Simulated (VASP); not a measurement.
# Cd (Im-3m) in VASP: further runs, part 2 of 2

VASP 6.6.1. The steps go on from the part before.

## Step 3: Relaxation of cell and atoms, PBEsol, target pressure 310 GPa, at which the enthalpy is minimised

Input file INCAR:

```
PREC     = Accurate       # precision mode
ENCUT    = 600            # plane-wave cutoff, eV
EDIFF    = 1E-6           # SCF threshold, eV
ISMEAR   = -1             # smearing method
SIGMA    = 0.1            # smearing width, eV
LREAL    = F              # projectors in reciprocal space
LASPH    = T              # aspherical terms in the spheres
NELM     = 60             # most SCF steps
ALGO     = Normal         # electronic algorithm
ISIF     = 3              # what is computed and relaxed
LWAVE    = F              # write WAVECAR
LCHARG   = F              # write CHGCAR
GGA      = PS             # functional
IBRION   = 2              # ionic algorithm
NSW      = 32             # ionic steps
EDIFFG   = -0.005         # ionic threshold
PSTRESS  = 3100.0
```

Input file KPOINTS:

```
regular mesh
0
Gamma
  20 20 20
```

Input file POSCAR:

```
Cd
1.0
   -1.3665357523      1.3665357523      1.3665357523
    1.3665357523     -1.3665357523      1.3665357523
    1.3665357523      1.3665357523     -1.3665357523
Cd
1
Direct
    0.0000000000      0.0000000000      0.0000000000
```

Potentials or basis: VASP PAW PBE potentials, release 64 (Cd).

The run is started by

```console
> cat potpaw_PBE.64/Cd/POTCAR > POTCAR
> mpirun -np 1 vasp_std > vasp.out
```

OUTCAR:

```text
PREC = Accurate
   ENCUT = 600
   EDIFF = 1E-6
   ISMEAR = -1
   LREAL = F
   LASPH = T
   NELM = 60
   ISIF = 3
   GGA = PS
   IBRION = 2
   NSW = 32
   EDIFFG = -0.005
   PSTRESS = 3100.0

 ion  position               nearest neighbor table
   1  0.000  0.000  0.000-

  LATTYP: Found a body centered cubic cell.
 ALAT       =     2.7330715046

  Lattice vectors:

 A1 = (  -1.3665357523,   1.3665357523,   1.3665357523)
 A2 = (   1.3665357523,  -1.3665357523,   1.3665357523)
 A3 = (   1.3665357523,   1.3665357523,  -1.3665357523)

Analysis of symmetry for initial positions (statically):
=====================================================================
 Subroutine PRICEL returns:
 Original cell was already a primitive cell.

 Routine SETGRP: Setting up the symmetry group for a
 body centered cubic supercell.

 Subroutine GETGRP returns: Found 48 space group operations
 (whereof 48 operations were pure point group operations)
 out of a pool of 48 trial point group operations.

The static configuration has the point symmetry O_h .

Analysis of symmetry for dynamics (positions and initial velocities):
[... 165 lines left out ...]
  Total       20.7555232     20.7555232     20.7555232     -0.0000000     -0.0000000      0.0000000
  in kB     3257.7764659   3257.7764659   3257.7764659     -0.0000000     -0.0000000      0.0000000
  external PRESSURE =     157.7764659 kB  Pullay stress =    3100.0000000 kB
[... 98 lines left out ...]
--------------------------------------- Ionic step        4  -------------------------------------------

 number of electron      12.0000004 magnetization

 Free energy of the ion-electron system (eV)
  ---------------------------------------------------
  ext. energy  EPLUGINS =         0.00000000
  ---------------------------------------------------
  free energy    TOTEN  =         3.80949588 eV

  energy without entropy =        3.81801335  energy(sigma->0) =        3.81375462

 E-fermi :  13.4678     XC(G=0): -15.7369

 val. band max:       13.4581904781   @ k =   0.4500   0.1000   0.0000
 cond. band min:      13.4806746674   @ k =   0.5000   0.5000   0.1000
 fundamental gap:      0.0224841893
 Fermi energy:        13.4678187642

 k-point     1 :       0.0000    0.0000    0.0000
  band No.  band energies     occupation
      1      -5.5571      2.00000
      2      -2.3528      2.00000
      3      -2.3528      2.00000
      4      -2.3528      2.00000
      5       0.2104      2.00000
      6       0.2104      2.00000
      7      29.4393      0.00000
      8      29.4393      0.00000
      9      29.4393      0.00000
     10      38.2436      0.00000
[... 287 lines left out ...]
 k-point    24 :       0.2500    0.1000   -0.0000
  band No.  band energies     occupation
      1      -3.9802      2.00000
      2      -3.2741      2.00000
      3      -1.0958      2.00000
      4      -0.2477      2.00000
      5       0.4755      2.00000
      6       1.8194      2.00000
      7      20.8920      0.00000
      8      24.7447      0.00000
      9      29.0946      0.00000
     10      32.5100      0.00000

 [... further k-points ...]

------------------------ aborting loop because EDIFF is reached ----------------------------------------

  FORCE on cell =-STRESS in cart. coord.  units (eV):
  Direction    XX          YY          ZZ          XY          YZ          ZX
  --------------------------------------------------------------------------------------
  -------------------------------------------------------------------------------------
  Total       19.9891355     19.9891355     19.9891355      0.0000000     -0.0000000      0.0000000
  in kB     3099.7360203   3099.7360203   3099.7360203      0.0000000     -0.0000000      0.0000000
  external PRESSURE =      -0.2639797 kB  Pullay stress =    3100.0000000 kB
[... 20 lines left out ...]
  energy  without entropy=        3.8180133546  energy(sigma->0) =        3.81375462

  enthalpy is  TOTEN    =        23.8003337137 eV   P V=       19.9908378317

 reached required accuracy - stopping structural energy minimisation
```

OSZICAR:

```text
N       E                     dE             d eps       ncg     rms          rms(c)
DAV:   1     0.747060661143E+02    0.74706E+02   -0.85575E+03  5552   0.155E+03
DAV:   2     0.455227250838E+01   -0.70154E+02   -0.68647E+02  5344   0.301E+02
DAV:   3     0.380138575050E+01   -0.75089E+00   -0.75044E+00  5664   0.348E+01
DAV:   4     0.380047159662E+01   -0.91415E-03   -0.91412E-03  5480   0.117E+00
[... 28 lines left out ...]
       N       E                     dE             d eps       ncg     rms          rms(c)
DAV:   1     0.380938646202E+01    0.19120E-01   -0.22985E-03  5310   0.835E-01    0.956E-02
DAV:   2     0.380948476116E+01    0.98299E-04   -0.20828E-04  5478   0.264E-01    0.526E-02
DAV:   3     0.380949612045E+01    0.11359E-04   -0.29979E-05  5362   0.944E-02    0.248E-02
DAV:   4     0.380949588200E+01   -0.23845E-06   -0.14318E-06  5000   0.158E-02
   4 F= 0.23800334E+02 E0= 0.23804592E+02  d E =-.604475E-02
```

Wall time 1.9 min (1 thread of AMD EPYC 7R13, shared host); peak memory 0.13 GiB.

Results:

- Free energy: 3.8095 eV
- Relaxed volume: 10.33 Å³/atom
- Relaxed cell: a = 2.376 Å, b = 2.376 Å, c = 2.376 Å, α = 109.47°, β = 109.47°, γ = 109.47°
- Space group after relaxing (to 0.1 Å): Im-3m (No. 229)
- Energy change on relaxing (the run minimises the enthalpy): -246.6 meV/atom
- Ionic steps: 4
- Pressure after relaxing: 310.0 GPa
- Band gap on the k mesh: zero (bands 6 and 7 overlap by 2.60 eV)

The path:
```tsv
step	energy change (eV)	largest force (eV/Å)	pressure (GPa)	volume (Å³)
1	0.0000	0.0000	325.78	10.21
2	-2.3703	0.0000	177.96	11.77
3	-0.2658	0.0000	308.76	10.34
4	-0.2466	0.0000	309.97	10.33
```

Final structure:
```
Cd
1.0
    -1.37206    1.37206    1.37206
     1.37206   -1.37206    1.37206
     1.37206    1.37206   -1.37206
Cd
1
Cartesian
  0.0000 0.0000 0.0000
```

Levels at points of the mesh, in eV from the Fermi level:
| k point | band 4 | band 5 | band 6 | band 7 | band 8 | band 9 |
| --- | --- | --- | --- | --- | --- | --- |
| (0.00, 0.00, 0.00) | -15.82 | -13.26 | -13.26 | 15.97 | 15.97 | 15.97 |
| (0.50, 0.00, 0.00) | -12.97 | -11.24 | -8.23 | -0.02 | 9.93 | 13.77 |
| (0.50, 0.50, 0.50) | -11.73 | -11.73 | 2.13 | 2.13 | 2.13 | 11.39 |

Caveat: the cell is relaxed towards a set pressure, so the run minimises the enthalpy, not the energy; the PAW data sets were made with another functional, which shifts forces and pressure a little.
